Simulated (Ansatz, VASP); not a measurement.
Si7O16: VASP beside Ansatz

```
Si O
1.0
    -4.15600   -4.15600    0.00000
     4.15600   -4.15600    0.00000
     0.00000    0.00000    5.32020
Si O
7 16
Direct
  0.50069 0.50081 0.99791
  0.00069 0.50079 0.24819
  0.00070 0.50080 0.74760
  0.00069 0.00079 0.99790
  0.50070 0.00080 0.25006
  0.00070 0.00078 0.49789
  0.50069 0.00078 0.74572
  0.19467 0.50080 0.99791
  0.00069 0.19492 0.24658
  0.80672 0.50081 0.99789
  0.00069 0.80665 0.24658
  0.18753 0.50078 0.49791
  0.00068 0.19493 0.74920
  0.81383 0.50078 0.49790
  0.00068 0.80666 0.74920
  0.69984 0.00080 0.99788
  0.50070 0.70667 0.23210
  0.30155 0.00080 0.99789
  0.50070 0.29493 0.23208
  0.69715 0.00081 0.49789
  0.50068 0.70664 0.76369
  0.30423 0.00081 0.49789
  0.50068 0.29493 0.76372
```

Alike in both runs: functional PBE; dispersion D3(BJ); k mesh 2 × 2 × 3; occupations fermi-dirac, width 0.05 eV; no spin polarisation.

Ansatz relaxed the structure, and its values are those at the end. VASP's run is a single point on that final structure, the one shown.

|  | VASP | Ansatz |
| --- | --- | --- |
| version | VASP 6.6.1 | Ansatz 0.2.0 |
| potentials or method | VASP PAW PBE potentials, release 64 (Si, O), cutoff 520 eV | scalar-relativistic, plane waves, PAW |
| valence electrons in the cell | 124 | 124 |

|  | VASP | Ansatz | Ansatz less VASP |
| --- | --- | --- | --- |
| rms of the force components (eV/Å) | 0.014 | 0.002 | -0.0116 |

The k mesh is coarse, so the values compare programs but aren't converged.
